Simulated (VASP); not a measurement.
A run of VASP 6.6.1 is set up as follows.

Contents of POSCAR:

```
HPbNO4
1.0
    4.7192756958      0.0000000000      0.0000000000
    0.0000000000      5.4305788782      0.0000000000
    0.0000000000      0.0000000000      7.1050252545
H Pb N O
2 2 2 8
Direct
    0.0000000000      0.5000000000      0.1974543021
    0.5000000000      0.0000000000      0.8025456979
    0.5000000000      0.5000000000      0.9287368387
    0.0000000000      0.0000000000      0.0712631613
    0.0000000000      0.0000000000      0.6444620710
    0.5000000000      0.5000000000      0.3555379290
    0.0000000000      0.5000000000      0.0615743117
    0.5000000000      0.0000000000      0.9384256883
    0.0000000000      0.1998579929      0.7378893989
    0.0000000000      0.8001420071      0.7378893989
    0.0000000000      0.0000000000      0.4727358074
    0.5000000000      0.6998579929      0.2621106011
    0.5000000000      0.3001420071      0.2621106011
    0.5000000000      0.5000000000      0.5272641926
```

Contents of INCAR.step1:

```
PREC = Accurate
ENCUT = 520
ISMEAR = -1
SIGMA = 0.05
LREAL = False
LASPH = True
NELM = 100
NBANDS = 57
GGA = PE
ALGO = Normal
EDIFF = 1E-4
LWAVE = True
LCHARG = False
```

INCAR.step2

```
PREC = Accurate
ENCUT = 520
EDIFF = 1E-6
ISMEAR = -1
SIGMA = 0.05
LREAL = False
LASPH = True
NELM = 100
ALGO = Normal
ISIF = 2
LWAVE = False
LCHARG = True
METAGGA = R2SCAN
LMIXTAU = True
IVDW = 13
VDW_S6 = 1.0
VDW_S8 = 0.6018749
VDW_A1 = 0.51559235
VDW_A2 = 5.77342911
LELF = True
LVHAR = True
NBANDS = 57
ISTART = 1
```

The input KPOINTS:

```
regular mesh
0
Gamma
  4 4 3
```

Potentials or basis: VASP PAW PBE potentials, release 64 (H, Pb_d, N, O).

Command:

```bash
$ cat potpaw_PBE.64/H/POTCAR potpaw_PBE.64/Pb_d/POTCAR potpaw_PBE.64/N/POTCAR potpaw_PBE.64/O/POTCAR > POTCAR
$ cp INCAR.step1 INCAR
$ mpirun -np 1 vasp_std > vasp.out
$ cp INCAR.step2 INCAR
$ mpirun -np 1 vasp_std > vasp.out
```

Problem. Estimate the dispersion energy per atom.

Solution. -0.054 eV.

Problem. What does it give for the pressure?

Solution. 1.2 GPa.

Forces on the atoms (eV/Å):
```
H    0.000  0.000  0.193
H    0.000  0.000 -0.193
Pb   0.000  0.000 -0.060
Pb   0.000  0.000  0.060
N    0.000  0.000  0.210
N    0.000  0.000 -0.210
O    0.000  0.000 -0.169
O    0.000  0.000  0.169
O    0.000  0.420  0.256
O    0.000 -0.420  0.256
O    0.000  0.000 -0.771
O    0.000  0.420 -0.256
O    0.000 -0.420 -0.256
O    0.000  0.000  0.771
```

Caveat: the standard files for N, O and F lose accuracy on very short bonds; the PAW data sets were made with another functional, which shifts forces and pressure a little.
